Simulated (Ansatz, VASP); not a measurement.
One calculation of GaAs, two programs

```
CELL_PARAMETERS angstrom
0.00000 2.85512 2.82685
2.85512 0.00000 2.82685
2.85512 2.85512 0.00000
ATOMIC_POSITIONS crystal
Ga 0.00000 0.00000 0.00000
As 0.75000 0.75000 0.75000
```

Change from the starting cell: equal xx and yy strain of +1 %.

Alike in both runs: task single point; functional LDA; k mesh 11 × 11 × 11; occupations fermi-dirac, width 0.05 eV; no spin polarisation.

|  | VASP | Ansatz |
| --- | --- | --- |
| version | VASP 6.6.1 | Ansatz 0.2.0 |
| potentials or method | VASP PAW LDA potentials, release 64 (Ga_d, As), cutoff 520 eV | all-electron LAPW, scalar-relativistic |

Ansatz gave:

* pressure (GPa): -3.1
* traceless stress, the component that is largest in VASP (GPa): 0.41

What did VASP give for the same quantities?

Pressure (GPa): -2.9; traceless stress, the component that is largest in VASP (GPa): 0.40.

LDA's correlation is that of Perdew and Zunger in VASP and of Perdew and Wang (1992) in Ansatz. Ansatz ran all-electron here, and VASP with PAW potentials.
